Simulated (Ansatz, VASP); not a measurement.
NaTaO: VASP beside Ansatz

Contents of INCAR:

```
SYSTEM = NaTaO
PREC = Accurate ; ENCUT = 600
EDIFF = 1E-7 ; ISMEAR = 0
SIGMA = 0.2 ; LREAL = .FALSE.
LASPH = .TRUE. ; NELM = 120
ALGO = Normal ; ISIF = 3
LWAVE = .FALSE. ; LCHARG = .FALSE.
GGA = PE ; IBRION = 2
NSW = 36 ; EDIFFG = -0.08
GGA_COMPAT = .FALSE. ; NELMIN = 4
```

Contents of KPOINTS:

```
regular mesh
0
G
  5 5 5
  0 0 0
```

The input POSCAR:

```
NaTaO
1.0
    4.1742974300      0.0000000000      0.0000000000
   -2.0871487200      3.6150476200      0.0000000000
    0.0000000000      0.0000000000      3.7719703300
Na Ta O
1 1 1
Direct
    0.3333333300      0.6666666700      0.5000000000
    0.0000000000      0.0000000000      0.5000000000
    0.0000000000      0.0000000000      0.0000000000
```

Input for Ansatz:

```yaml
crystal:
  lattice:
    - [4.17429743, 0.0, 0.0]
    - [-2.08714872, 3.61504762, 0.0]
    - [0.0, 0.0, 3.77197033]
  atoms:
    - { symbol: Na, position: [0.33333333, 0.66666667, 0.5] }
    - { symbol: Ta, position: [0.0, 0.0, 0.5] }
    - { symbol: O, position: [0.0, 0.0, 0.0] }
basis:
  ecutwfc: 420
kpoints:
  mp_grid: { grid: [5, 5, 5] }
hamiltonian:
  xc: pbe
scf:
  occupations: { method: gaussian, width: 0.2 }
  lower_state_search: "off"
output:
  forces: true
  stress: true
  eigenvalues: true
relax:
  adjacent_minimum: "off"
  f_tol: 0.08
  max_steps: 16
  cell: { stress_tol: 0.8 }
```

Alike in both runs: task relaxation of cell and atoms; functional PBE; k mesh 5 × 5 × 5; occupations gaussian, width 0.2 eV; no spin polarisation.

|  | VASP | Ansatz |
| --- | --- | --- |
| version | VASP 6.6.1 | Ansatz 0.2.0 |
| potentials or method | VASP PAW PBE potentials, release 64 (Na_pv, Ta_pv, O), cutoff 600 eV | scalar-relativistic, plane waves, PAW |
| valence electrons in the cell | 24 | 28 |

VASP gave:

```
gap on the k mesh at the Fermi level, each at its own relaxed structure (eV) : none
relaxed volume (Å³/atom)                                                     : 32.03
relaxed cell length with the largest relative difference (Å)                 : 5.367
```

Question: Estimate Ansatz's values.

Answer: gap on the k mesh at the Fermi level, each at its own relaxed structure (eV): none; relaxed volume (Å³/atom): 33.55; relaxed cell length with the largest relative difference (Å): 5.493.

A gap of «none» marks a metal or a gap that the smearing closes. VASP's potentials hold 24 valence electrons a cell and Ansatz's 28, so a difference there can come from the potentials and not from the codes.

Spin-orbit coupling is off throughout. Noted on VASP's run: the volume moved by over 15 % at a fixed basis, so the end points are rough.
